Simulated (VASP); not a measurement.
# Cu (Cmcm) in VASP: further runs

Runs on Cu. Level: LDA. Tasks: single point.

Everything below comes from runs of VASP 6.6.1. Logs are shortened: lines on timing, memory, paths and dates and some standing lists are left out, and cuts for length are marked.

## 1. The cell of the first run

Symmetry: Cmcm, No. 63, orthorhombic system. The conventional cell has a = 2.682 Å, b = 4.037 Å, c = 4.037 Å, α = 90.00°, β = 90.00°, γ = 90.00°. Cu (site symmetry m2m) has 12 Cu at 2.34 to 2.68 Å within 3.1 Å.

## 2. Single point, LDA (mode 1 frozen in at -0.418 Å and mode 5 at +0.000 Å (largest displacements))

File INCAR:

```
PREC = Accurate
ENCUT = 520
EDIFF = 1E-7
ISMEAR = 0
SIGMA = 0.15
LREAL = F
LASPH = T
NELM = 80
ALGO = Fast
ISIF = 2
LWAVE = F
LCHARG = F
NBANDS = 18
```

File KPOINTS:

```
regular mesh
0
Gamma
  20 20 12
```

File POSCAR:

```
Cu
1.0
   -1.4273957350      1.4273957350      1.3410790631
    1.4273957350     -1.4273957350      1.3410790631
    2.8547914700      2.8547914700      0.0000000000
Cu
2
Direct
    0.1035349298     -0.1035349298      0.0000000000
    0.3964650702      0.6035349298      0.5000000000
```

Potentials or basis: VASP PAW LDA potentials, release 64 (Cu).

The run is started by

```bash
> cat potpaw_LDA.64/Cu/POTCAR > POTCAR
> mpirun -np 1 vasp_std > vasp.out
```

OUTCAR:

```text
PREC = Accurate
   ENCUT = 520
   EDIFF = 1E-7
   ISMEAR = 0
   LREAL = F
   LASPH = T
   NELM = 80
   ISIF = 2

 ion  position               nearest neighbor table
   1  0.104  0.896  0.000-   2 2.34   2 2.34   2 2.56   2 2.56   2 2.56   2 2.56
   2  0.396  0.604  0.500-   1 2.34   1 2.34   1 2.56   1 2.56   1 2.56   1 2.56

  LATTYP: Found a base centered orthorhombic cell.
 ALAT       =     2.6821581262
 B/A-ratio  =     1.5052374337
 C/A-ratio  =     1.5052374337

  Lattice vectors:

 A1 = (  -1.4273957350,   1.4273957350,   1.3410790631)
 A2 = (   1.4273957350,  -1.4273957350,   1.3410790631)
 A3 = (   2.8547914700,   2.8547914700,   0.0000000000)

Analysis of symmetry for initial positions (statically):
=====================================================================
 Subroutine PRICEL returns:
 Original cell was already a primitive cell.

 Routine SETGRP: Setting up the symmetry group for a
 base centered orthorhombic supercell.

 Subroutine GETGRP returns: Found  8 space group operations
 (whereof  4 operations were pure point group operations)
 out of a pool of  8 trial point group operations.

The static configuration has the point symmetry C_2v.
 The point group associated with its full space group is D_2h.

Analysis of symmetry for dynamics (positions and initial velocities):
=====================================================================
 Subroutine PRICEL returns:
 Original cell was already a primitive cell.

 Routine SETGRP: Setting up the symmetry group for a
 base centered orthorhombic supercell.

 Subroutine GETGRP returns: Found  8 space group operations
 (whereof  4 operations were pure point group operations)
 out of a pool of  8 trial point group operations.

The dynamic configuration has the point symmetry C_2v.
 The point group associated with its full space group is D_2h.

 Subroutine INISYM returns: Found  8 space group operations
 (whereof  4 operations are pure point group operations),
 and found     1 'primitive' translations

----------------------------------------------------------------------------------------

                                     Primitive cell

  volume of cell :      21.8591

  direct lattice vectors                    reciprocal lattice vectors
    -1.427395735  1.427395735  1.341079063    -0.175144141  0.175144141  0.372834096
     1.427395735 -1.427395735  1.341079063     0.175144141 -0.175144141  0.372834096
     2.854791470  2.854791470  0.000000000     0.175144141  0.175144141  0.000000000

  length of vectors
     2.423511960  2.423511960  4.037284815     0.447611666  0.447611666  0.247691220

  position of ions in fractional coordinates (direct lattice)
     0.103534930  0.896465070  0.000000000
     0.396465070  0.603534930  0.500000000

  ion indices of the primitive-cell ions
   primitive index   ion index
                 1           1
                 2           2

----------------------------------------------------------------------------------------

 KPOINTS: regular mesh

Automatic generation of k-mesh.
 Grid dimensions read from file:
 generate k-points for:   20   20   12

 Generating k-lattice:

  Cartesian coordinates                     Fractional coordinates (reciprocal lattice)
    -0.008757207  0.008757207  0.018641705     0.050000000  0.000000000  0.000000000
     0.008757207 -0.008757207  0.018641705     0.000000000  0.050000000  0.000000000
     0.014595345  0.014595345  0.000000000     0.000000000  0.000000000  0.083333333

  Length of vectors
     0.022380583  0.022380583  0.020640935

  Shift w.r.t. Gamma in fractional coordinates (k-lattice)
     0.000000000  0.000000000  0.000000000

 Subroutine IBZKPT returns following result:
 ===========================================

 Found    777 irreducible k-points:

 Following reciprocal coordinates:
            Coordinates               Weight
  0.000000  0.000000  0.000000      1.000000
  0.050000  0.000000  0.000000      4.000000
  0.100000  0.000000  0.000000      4.000000
  0.150000  0.000000  0.000000      4.000000
  0.200000  0.000000  0.000000      4.000000
  0.250000  0.000000  0.000000      4.000000
[... 16 lines left out ...]
 -0.400000  0.050000  0.000000      4.000000
 -0.350000  0.050000  0.000000      4.000000
 [... further k-points ...]
   k-points           NKPTS =    777   k-points in BZ     NKDIM =    777   number of bands    NBANDS=     18
   number of dos      NEDOS =    301   number of ions     NIONS =      2
   total plane-waves  NPLWV =   9720
   dimension x,y,z NGX =    18 NGY =   18 NGZ =   30
   dimension x,y,z NGXF=    36 NGYF=   36 NGZF=   60
   ions per type =               2
   NGX,Y,Z   is equivalent  to a cutoff of  12.35, 12.35, 12.35 a.u.
   NGXF,Y,Z  is equivalent  to a cutoff of  24.69, 24.69, 24.71 a.u.
 SYSTEM =  unknown system
   PREC   = accura    normal or accurate (medium, high low for compatibility)
   ISTART =      0    job   : 0-new  1-cont  2-samecut
   ICHARG =      2    charge: 1-file 2-atom 10-const
   ISPIN  =      1    spin polarized calculation?
   LNONCOLLINEAR =      F non collinear calculations
   LSORBIT =      F    spin-orbit coupling
   LASPH  =      T    aspherical Exc in radial PAW
   ENCUT  =  520.0 eV  38.22 Ry    6.18 a.u.   4.51  4.51  7.51*2*pi/ulx,y,z
   NELM   =     80;   NELMIN=  2; NELMDL= -5     # of ELM steps
   EDIFF  = 0.1E-06   stopping-criterion for ELM
   LREAL  =      F    real-space projection
   EDIFFG = 0.1E-05   stopping-criterion for IOM
   NSW    =      0    number of steps for IOM
   IBRION =     -1    ionic relax: 0-MD 1-quasi-New 2-CG
   NFREE  =      0    steps in history (QN), initial steepest desc. (CG)
   ISIF   =      2    stress and relaxation
   ISYM   =      2    0-nonsym 1-usesym 2-fastsym
   POTIM  = 0.5000    time-step for ionic-motion
   TEBEG  =    0.0;   TEEND  =   0.0 temperature during run
   PSTRESS=    0.0 pullay stress
   NELECT =      22.0000    total number of electrons
   NUPDOWN=      -1.0000    fix difference up-down
   EMIN   =  10.00;   EMAX   =-10.00  energy-range for DOS
   EFERMI =   0.00;   METHOD = LEGACY
   ISMEAR =     0;   SIGMA  =   0.15  broadening in eV -4-tet -1-fermi 0-gaus
   EFERMI_NEDOS =   21; number of points for ismear=-14 and -15
   IALGO  =     68    algorithm
   IMIX   =      4    mixing-type and parameters
     AMIX     =   0.40;   BMIX     =  1.00
     AMIX_MAG =   1.60;   BMIX_MAG =  1.00
  volume/ion in A,a.u.               =      10.93        73.76
  Fermi-wavevector in a.u.,A,eV,Ry     =   1.640607  3.100298 36.621342  2.691593
  Thomas-Fermi vector in A             =   2.731217
   LORBIT       =      0    0 simple, 1 ext, 2 COOP (PROOUT), +10 PAW based schemes
   GGA     = CA    functional components
   LHFCALC =     F    Hartree Fock is set to
   AEXX    =    0.0000 exact exchange contribution
   IVDW    =     0    specifies the selected vdW correction
   LEPSILON=     F    determine dielectric tensor
   LRPA    =     F    only Hartree local field effects (RPA)
 non-spin polarized calculation
 RMM-DIIS sequential band-by-band and
 Gauss-broadening in eV      SIGMA  =   0.15
  energy-cutoff  :      520.00
  volume of cell :       21.86
 maximum number of plane-waves:       607
 NGX is ok and might be reduce to    18
   NGX =  9   NGY =  9   NGZ = 15

 number of electron      22.0000010 magnetization

 Free energy of the ion-electron system (eV)
  ---------------------------------------------------
  ext. energy  EPLUGINS =         0.00000000
  ---------------------------------------------------
  free energy    TOTEN  =        -9.25216459 eV

  energy without entropy =       -9.24602631  energy(sigma->0) =       -9.24909545

 E-fermi :   8.3498     XC(G=0): -13.5492

 val. band max:        8.3449461026   @ k =  -0.4000   0.1500   0.4167
 cond. band min:       8.3524831933   @ k =   0.1500   0.0500   0.1667
 fundamental gap:      0.0075370907
 Fermi energy:         8.3497547027

 k-point     1 :       0.0000    0.0000    0.0000
  band No.  band energies     occupation
      1      -1.5941      2.00000
      2       2.8057      2.00000
      3       4.5826      2.00000
      4       4.7578      2.00000
      5       4.9176      2.00000
      6       5.5434      2.00000
[... 10 lines left out ...]
     17      30.6519      0.00000
     18      33.7500      0.00000

 k-point     2 :       0.0500    0.0000    0.0000
  band No.  band energies     occupation
      1      -1.5146      2.00000
      2       2.8509      2.00000
      3       4.5678      2.00000
      4       4.7650      2.00000
      5       4.9482      2.00000
      6       5.5240      2.00000
[... 10 lines left out ...]
     17      32.3491      0.00000
     18      33.9781      0.00000

 k-point     3 :       0.1000    0.0000    0.0000
  band No.  band energies     occupation
      1      -1.2780      2.00000
      2       2.9783      2.00000
      3       4.5298      2.00000
      4       4.7811      2.00000
      5       5.0362      2.00000
      6       5.4005      2.00000
[... 10 lines left out ...]
     17      32.4788      0.00000
     18      32.6935      0.00000

 k-point     4 :       0.1500    0.0000    0.0000
  band No.  band energies     occupation
      1      -0.8907      2.00000
      2       3.1618      2.00000
      3       4.4807      2.00000
      4       4.7974      2.00000
      5       4.9809      2.00000
      6       5.1768      2.00000
[... 375 lines left out ...]
      4       4.7378      2.00000
      5       4.8970      2.00000
      6       5.1017      2.00000
[... 10 lines left out ...]
     17      23.6239      0.00000
     18      30.2189      0.00000

 k-point    23 :      -0.4000    0.0500    0.0000
  band No.  band energies     occupation
      1       2.1885      2.00000
      2       3.5034      2.00000
      3       3.6362      2.00000
      4       4.5747      2.00000
      5       4.9341      2.00000
      6       5.0442      2.00000
[... 10 lines left out ...]
     17      24.2086      0.00000
     18      30.2611      0.00000

 k-point    24 :      -0.3500    0.0500    0.0000
  band No.  band energies     occupation
      1       1.5113      2.00000
      2       3.5670      2.00000
      3       3.8121      2.00000
      4       4.4833      2.00000
      5       4.9726      2.00000
      6       4.9972      2.00000
[... 10 lines left out ...]
     17      24.9977      0.00000
     18      30.3929      0.00000

 [... further k-points ...]
[... 5 lines left out ...]
  --------------------------------------------------------------------------------------
  -------------------------------------------------------------------------------------
  Total        1.2325879      1.2325879     -0.9281191     -0.1903387      0.0000000      0.0000000
  in kB       90.3431703     90.3431703    -68.0269707    -13.9509744      0.0000000      0.0000000
  external PRESSURE =      37.5531233 kB  Pullay stress =       0.0000000 kB

 VOLUME and BASIS-vectors are now :
 -----------------------------------------------------------------------------
  energy-cutoff  :      520.00
  volume of cell :       21.86
      direct lattice vectors                 reciprocal lattice vectors
    -1.427395735  1.427395735  1.341079063    -0.175144141  0.175144141  0.372834096
     1.427395735 -1.427395735  1.341079063     0.175144141 -0.175144141  0.372834096
     2.854791470  2.854791470  0.000000000     0.175144141  0.175144141  0.000000000

 POSITION                                       TOTAL-FORCE (eV/Angst)
 -----------------------------------------------------------------------------------
      1.13183     -1.13183      1.34108         0.446732     -0.446732      0.000000
      1.72297      1.13183      1.34108        -0.446732      0.446732      0.000000
 -----------------------------------------------------------------------------------
    total drift:                               -0.000000     -0.000000      0.000000

  FREE ENERGIE OF THE ION-ELECTRON SYSTEM (eV)
  ---------------------------------------------------
  free  energy   TOTEN  =        -9.2521645860 eV

  energy  without entropy=       -9.2460263094  energy(sigma->0) =       -9.24909545
```

Wall time 3.3 min (1 thread of Intel Xeon Platinum 8488C (Sapphire Rapids), shared host); peak memory 0.33 GiB.

Results:

```
Free energy            : -9.2522 eV
Pressure               : 3.8 GPa
Largest force          : 0.632 eV/Å
Band gap on the k mesh : zero (band 11 reaches 12.44 eV, above the bottom of band 12 at 6.35 eV)
```

Forces in eV/Å, atoms in the order of the input:
```
Cu   0.447 -0.447  0.000
Cu  -0.447  0.447  0.000
```

Stress tensor (GPa, compression positive):
```
 9.03 -1.40  0.00
-1.40  9.03  0.00
 0.00  0.00 -6.80
```

Caveat: the cell differs from its parent crystal (mode 1 frozen in at -0.418 Å and mode 5 at +0.000 Å (largest displacements)).

## 3. Single point, LDA (mode 1 frozen in at -0.209 Å and mode 5 at +0.000 Å (largest displacements))

File INCAR:

```
SYSTEM = Cu
  PREC = Accurate
  ENCUT = 520
  EDIFF = 1E-6
  ISMEAR = 0
  SIGMA = 0.15
  LREAL = .False.
  LASPH = .True.
  NELM = 100
  ALGO = Fast
  ISIF = 2
  LWAVE = .False.
  LCHARG = .False.
  NBANDS = 18
```

File KPOINTS:

```
Automatic mesh
0
Gamma
  20 20 12
  0 0 0
```

File POSCAR:

```
Cu
1.0
   -1.4273957350      1.4273957350      1.3410790631
    1.4273957350     -1.4273957350      1.3410790631
    2.8547914700      2.8547914700      0.0000000000
Cu
2
Direct
    0.0517674649     -0.0517674649      0.0000000000
    0.4482325351      0.5517674649      0.5000000000
```

Potentials or basis: VASP PAW LDA potentials, release 64 (Cu).

The run is started by

```bash
> cat potpaw_LDA.64/Cu/POTCAR > POTCAR
> mpirun -np 1 vasp_std > vasp.out
```

Run time: 2.9 min. Hardware: 1 thread of Intel Xeon Platinum 8488C (Sapphire Rapids), shared host; peak memory 0.33 GiB.

The run converged. Its results:

```
Free energy            : -9.3533 eV
Pressure               : 1.5 GPa
Largest force          : 0.007 eV/Å
Band gap on the k mesh : zero (band 11 reaches 12.74 eV, above the bottom of band 12 at 6.34 eV)
```

Forces on the atoms (eV/Å):
```
Cu  -0.005  0.005  0.000
Cu   0.005 -0.005  0.000
```

Stress tensor (GPa, compression positive):
```
 2.81 -2.08  0.00
-2.08  2.81  0.00
 0.00  0.00 -1.06
```

Levels at points of the mesh, in eV from the Fermi level:
```tsv
k point	band 8	band 9	band 10	band 11	band 12	band 13	band 14	band 15
(0.00, 0.00, 0.00)	-2.50	-2.39	-1.99	-1.65	-1.09	4.29	19.71	20.13
(0.50, 0.00, 0.00)	-1.93	-1.81	-1.79	0.06	0.99	8.26	8.73	10.31
(0.50, 0.50, 0.00)	-1.70	-1.57	-1.53	-0.10	3.53	8.44	8.71	10.20
(0.00, 0.00, 0.50)	-2.81	-2.31	-2.31	-1.99	-1.99	13.40	13.40	21.70
(0.50, 0.00, 0.50)	-2.04	-1.64	-1.64	-0.29	-0.29	4.88	4.88	17.87
(0.50, 0.50, 0.50)	-2.36	-1.55	-1.55	2.11	2.11	5.96	5.96	13.59
```

Caveat: the cell differs from its parent crystal (mode 1 frozen in at -0.209 Å and mode 5 at +0.000 Å (largest displacements)).
